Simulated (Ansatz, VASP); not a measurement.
# One calculation of SnO2, two programs

The input INCAR:

```
PREC = Accurate ; ENCUT = 520
EDIFF = 1E-6 ; ISMEAR = 0
SIGMA = 0.15 ; LREAL = F
LASPH = T ; NELM = 80
ALGO = Normal ; ISIF = 2
LWAVE = F ; LCHARG = T
GGA = PE ; LELF = T
LVHAR = T ; NBANDS = 20
```

The input KPOINTS:

```
regular mesh
0
Gamma
  18 18 18
```

The input POSCAR:

```
SnO2
1.0
   -0.8130749581      2.2359561348      2.2359561348
    2.2359561348     -0.8130749581      2.2359561348
    2.2359561348      2.2359561348     -0.8130749581
Sn O
1 2
Direct
    0.0000000000      0.0000000000      0.0000000000
    0.2500000000      0.2500000000      0.2500000000
    0.7500000000      0.7500000000      0.7500000000
```

Input for Ansatz:

```yaml
crystal:
  lattice:
    - [-0.8130749581, 2.2359561348, 2.2359561348]
    - [2.2359561348, -0.8130749581, 2.2359561348]
    - [2.2359561348, 2.2359561348, -0.8130749581]
  atoms:
    - { symbol: Sn, position: [0.0, 0.0, 0.0] }
    - { symbol: O, position: [0.25, 0.25, 0.25] }
    - { symbol: O, position: [0.75, 0.75, 0.75] }
basis:
  ecutwfc: 420
kpoints:
  mp_grid: { grid: [18, 18, 18] }
hamiltonian:
  xc: pbe
scf:
  occupations: { method: gaussian, width: 0.15 }
output:
  forces: true
  stress: true
  eigenvalues: true
```

Alike in both runs: task single point; functional PBE; k mesh 18 × 18 × 18; occupations gaussian, width 0.15 eV; no spin polarisation.

```csv
,VASP,Ansatz
version,VASP 6.6.1,Ansatz 0.2.0
potentials or method,"VASP PAW PBE potentials, release 64 (Sn_d, O), cutoff 520 eV","scalar-relativistic, plane waves, PAW"
valence electrons in the cell,26,26
```

|  | VASP | Ansatz | Ansatz less VASP |
| --- | --- | --- | --- |
| gap on the k mesh at the Fermi level (eV) | 3.68 | 3.74 | +0.058 |
| least direct gap on the mesh (eV) | 4.38 | 4.43 | +0.043 |
| rms of the force components (eV/Å) | 7.855 | 8.661 | +0.8059 |

Atom by atom the forces differ by 0.806 eV/Å (rms over components).
